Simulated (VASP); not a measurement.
Crystal: Ru.

```
Ru
1.0
     2.75887    0.00000    0.00000
    -1.37943    2.38925    0.00000
     0.00000    0.00000    4.36588
Ru
2
Direct
  0.66667 0.33333 0.75000
  0.33333 0.66667 0.25000
```

Base run:

```yaml
Program: VASP 6.6.1
Functional: PBE
Dispersion: D4
Potentials_or_basis: VASP PAW PBE potentials, release 64 (Ru_pv)
Cutoff: 520 eV
k_mesh: 11 × 11 × 6
Occupations: fermi-dirac, width 0.05 eV
Spin: no spin polarisation
```

Its results: band gap on the k mesh zero (band 14 reaches 13.16 eV, above the bottom of band 15 at 10.37 eV); pressure -17.7 GPa.

Task: The run is repeated on the same cell with these changes: functional from PBE to BLYP. What comes out?

Result: Band gap on the k mesh zero (band 14 reaches 13.67 eV, above the bottom of band 15 at 10.88 eV); pressure -9.4 GPa.

BLYP binds less tightly than PBE, so the same cell stands under more pressure.

Caveats: pairwise dispersion overbinds metals, which lowers pressure and volume; the PAW data sets were made with another functional, which shifts forces and pressure a little (some runs).
